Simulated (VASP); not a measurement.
A run of VASP 6.6.1:

INCAR

```
ALGO = Fast
EDIFF = 1E-7
ENCUT = 520
GGA = PS
ISIF = 2
ISMEAR = 0
LASPH = True
LCHARG = True
LELF = True
LREAL = False
LVHAR = True
LWAVE = False
NBANDS = 11
NELM = 80
PREC = Accurate
SIGMA = 0.15
```

File KPOINTS:

```
k-points
0
Gamma
  20 20 20
```

POSCAR

```
Pd
1.0
    0.0145867500      1.9449000000      1.9449000000
    1.9594867500      0.0000000000      1.9594867500
    1.9449000000      1.9449000000      0.0145867500
Pd
1
Direct
    0.0000000000      0.0000000000      0.0000000000
```

Potentials or basis: VASP PAW PBE potentials, release 64 (Pd).

Launch:

```bash
$ cat potpaw_PBE.64/Pd/POTCAR > POTCAR
$ mpirun -np 1 vasp_std > vasp.out
```

Hardware: 1 thread of Intel(R) Xeon(R) Platinum 8259CL CPU @ 2.50GHz (Skylake/Cascade Lake) (shared host).

Q: How long does it take, and how much memory?

A: It took 2.8 min on 1 thread of Intel(R) Xeon(R) Platinum 8259CL CPU @ 2.50GHz (Skylake/Cascade Lake) (shared host), peak memory 0.29 GiB. Counts: scf iterations 14, k points 1166.
